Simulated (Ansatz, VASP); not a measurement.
## La3N2 in VASP and in Ansatz

```
La N
1.0
     7.51982    0.00000    0.00000
     0.00000    7.51982    0.00000
     0.00000    0.00000    3.82575
La N
6 4
Direct
  0.00000 0.00000 0.00000
  0.50000 0.50000 0.00000
  0.16951 0.66951 0.50000
  0.33049 0.16951 0.50000
  0.83049 0.33049 0.50000
  0.66951 0.83049 0.50000
  0.69555 0.19555 0.00000
  0.80445 0.69555 0.00000
  0.30445 0.80445 0.00000
  0.19555 0.30445 0.00000
```

Change from the starting cell: species swapped into the Y3Au2 type (P4/mbm, No. 127).

Alike in both runs: functional PBE; k mesh 2 × 2 × 4; occupations gaussian, width 0.1 eV; no spin polarisation.

Ansatz relaxed the structure, and its values are those at the end. VASP's run is a single point on that final structure, the one shown.

|  | VASP | Ansatz |
| --- | --- | --- |
| version | VASP 6.6.1 | Ansatz 0.2.0 |
| potentials or method | VASP PAW PBE potentials, release 64 (La, N), cutoff 520 eV | scalar-relativistic, plane waves, PAW |
| valence electrons in the cell | 86 | 86 |

|  | VASP | Ansatz | Ansatz less VASP |
| --- | --- | --- | --- |
| gap on the k mesh at the Fermi level (eV) | none | none | - |
| pressure (GPa) | -0.2 | -0.1 | +0.10 |

A gap of «none» marks a metal or a gap that the smearing closes.

The k mesh is coarse, so the values compare programs but aren't converged. Spin-orbit coupling is off throughout.
